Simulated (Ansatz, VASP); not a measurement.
## Two plane-wave programs on Mg2GeN

File INCAR:

```
PREC     = Accurate       # precision mode
ENCUT    = 520            # plane-wave cutoff, eV
EDIFF    = 1E-6           # SCF threshold, eV
ISMEAR   = 0              # smearing method
SIGMA    = 0.1            # smearing width, eV
LREAL    = False          # projectors in reciprocal space
LASPH    = True           # aspherical terms in the spheres
NELM     = 100            # most SCF steps
ALGO     = Normal         # electronic algorithm
ISIF     = 2              # what is computed and relaxed
LWAVE    = False          # write WAVECAR
LCHARG   = False          # write CHGCAR
GGA      = PE             # functional
NBANDS   = 20             # bands
```

KPOINTS

```
regular mesh
0
Gamma
  6 6 6
```

POSCAR

```
Mg2GeN
1.0
   -1.7059422200      2.4158708700      3.9658634100
    1.7059422200     -2.4158708700      3.9658634100
    1.7059422200      2.4158708700     -3.9658634100
Mg Ge N
2 1 1
Direct
    0.8046585400      0.8046585400      0.0000000000
    0.1953414600      0.1953414600      0.0000000000
    0.5000000000      0.5000000000      0.0000000000
    0.5000000000      0.0000000000      0.5000000000
```

Input for Ansatz:

```yaml
crystal:
  lattice:
    - [-1.70594222, 2.41587087, 3.96586341]
    - [1.70594222, -2.41587087, 3.96586341]
    - [1.70594222, 2.41587087, -3.96586341]
  atoms:
    - { symbol: Mg, position: [0.80465854, 0.80465854, 0.0] }
    - { symbol: Mg, position: [0.19534146, 0.19534146, 0.0] }
    - { symbol: Ge, position: [0.5, 0.5, 0.0] }
    - { symbol: "N", position: [0.5, 0.0, 0.5] }
basis:
  ecutwfc: 420
kpoints:
  mp_grid: { grid: [6, 6, 6] }
hamiltonian:
  xc: pbe
scf:
  occupations: { method: gaussian, width: 0.1 }
  lower_state_search: "off"
output:
  forces: true
  stress: true
  eigenvalues: true
```

Alike in both runs: task single point; functional PBE; k mesh 6 × 6 × 6; occupations gaussian, width 0.1 eV; no spin polarisation.

```csv
,VASP,Ansatz
version,VASP 6.6.1,Ansatz 0.2.0
potentials or method,"VASP PAW PBE potentials, release 64 (Mg, Ge_d, N), cutoff 520 eV","scalar-relativistic, plane waves, PAW"
valence electrons in the cell,23,39
```

|  | VASP | Ansatz | Ansatz less VASP |
| --- | --- | --- | --- |
| gap on the k mesh at the Fermi level (eV) | none | none | - |
| pressure (GPa) | 21.9 | 22.4 | +0.46 |
| traceless stress, the component that is largest in VASP (GPa) | -21.68 | -22.03 | -0.350 |
| rms of the force components (eV/Å) | 0.943 | 0.940 | -0.0031 |

Atom by atom the forces differ by 0.003 eV/Å (rms over components). A gap of «none» marks a metal or a gap that the smearing closes. With one functional, cell and mesh, what is left measures potentials, basis and numerics. VASP's potentials hold 23 valence electrons a cell and Ansatz's 39, so a difference there can come from the potentials and not from the codes.

The k mesh is coarse, so the values compare programs but aren't converged.
